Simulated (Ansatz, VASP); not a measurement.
InSb3 in VASP and in Ansatz

```xyz
8
Lattice="0.0000 -4.8138 0.0000 0.0000 0.0000 -4.8138 9.8777 0.0000 0.0000" Properties=species:S:1:pos:R:3 pbc="T T T"
In    3.6104   -4.8138   -4.8138
In    8.4242   -4.8138   -4.8138
Sb    1.2035    0.0000   -2.4069
Sb    6.0173    0.0000   -2.4069
Sb    3.6104   -2.4069   -2.4069
Sb    8.4242   -2.4069   -2.4069
Sb    1.2035   -2.4069    0.0000
Sb    6.0173   -2.4069    0.0000
```

Alike in both runs: task single point; functional PBE; k mesh 10 × 10 × 5; occupations gaussian, width 0.15 eV; no spin polarisation.

```csv
,VASP,Ansatz
version,VASP 6.6.1,Ansatz 0.2.0
potentials or method,"VASP PAW PBE potentials, release 64 (In_d, Sb), cutoff 520 eV","scalar-relativistic, plane waves, PAW"
valence electrons in the cell,56,116
```

```csv
,VASP,Ansatz,Ansatz less VASP
gap on the k mesh at the Fermi level (eV),none,none,-
pressure (GPa),-1.2,-1.1,+0.09
rms of the force components (eV/Å),0.077,0.077,+0.0002
```

Atom by atom the forces differ by 0.000 eV/Å (rms over components). A gap of «none» marks a metal or a gap that the smearing closes. VASP's potentials hold 56 valence electrons a cell and Ansatz's 116, so a difference there can come from the potentials and not from the codes.

Spin-orbit coupling is off throughout.
